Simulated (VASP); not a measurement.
# ZrS: single point with PBEsol

ZrS:

```xyz
2
Lattice="0.0000 2.6250 2.6250 2.6250 0.0000 2.6250 2.6250 2.6250 0.0000" Properties=species:S:1:pos:R:3 pbc="T T T"
Zr    0.0000    0.0000    0.0000
S     2.6250    2.6250    2.6250
```

```json
{
  "Program": "VASP 6.6.1",
  "Task": "single point",
  "Functional": "PBEsol",
  "Potentials or basis": "VASP PAW PBE potentials, release 64 (Zr_sv, S)",
  "Cutoff": "520 eV",
  "k mesh": "7 × 7 × 7",
  "Occupations": "gaussian, width 0.05 eV",
  "Spin": "no spin polarisation"
}
```

```yaml
Pressure: -6.2 GPa
Band_gap_on_the_k_mesh: zero (band 9 reaches 11.55 eV, above the bottom of band 10 at 9.23 eV)
```

Levels at points of the mesh, in eV from the Fermi level:
| k point | band 6 | band 7 | band 8 | band 9 | band 10 | band 11 | band 12 | band 13 |
| --- | --- | --- | --- | --- | --- | --- | --- | --- |
| (0.00, 0.00, 0.00) | -3.51 | -3.51 | -3.51 | -1.38 | -1.38 | -1.38 | -0.71 | -0.71 |

Wall time 20 s on 1 thread of Intel Xeon 8259CL (shared host), peak memory 0.16 GiB.

Caveat: the PAW data sets were made with another functional, which shifts forces and pressure a little.
